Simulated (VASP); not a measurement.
A run of VASP 6.6.1 is set up as follows.

INCAR

```
SYSTEM = Ge3N
PREC = Accurate ; ENCUT = 520
EDIFF = 1E-7 ; ISMEAR = 0
SIGMA = 0.1 ; LREAL = .False.
LASPH = .True. ; NELM = 100
ALGO = Normal ; ISIF = 2
LWAVE = .False. ; LCHARG = .False.
GGA = PE ; NBANDS = 32
```

The input KPOINTS:

```
regular mesh
0
Gamma
  4 4 4
  0 0 0
```

File POSCAR:

```
Ge3N
1.0
    3.9764009267      0.0000000000      0.0000000000
    0.0000000000      3.9764009267      0.0000000000
    0.0000000000      0.0000000000      3.9764009267
Ge N
3 1
Direct
    0.5000000000      0.5000000000      0.0000000000
    0.5000000000      0.0000000000      0.5000000000
    0.0000000000      0.5000000000      0.5000000000
    0.0000000000      0.0000000000      0.0000000000
```

Potentials or basis: VASP PAW PBE potentials, release 64 (Ge_d, N).

Command:

```console
$ cat potpaw_PBE.64/Ge_d/POTCAR potpaw_PBE.64/N/POTCAR > POTCAR
$ mpirun -np 1 vasp_std > vasp.out
```

Question: What does it give for the pressure?

Answer: -0.1 GPa.

Caveat: the k points lie up to 0.40 Å⁻¹ apart.
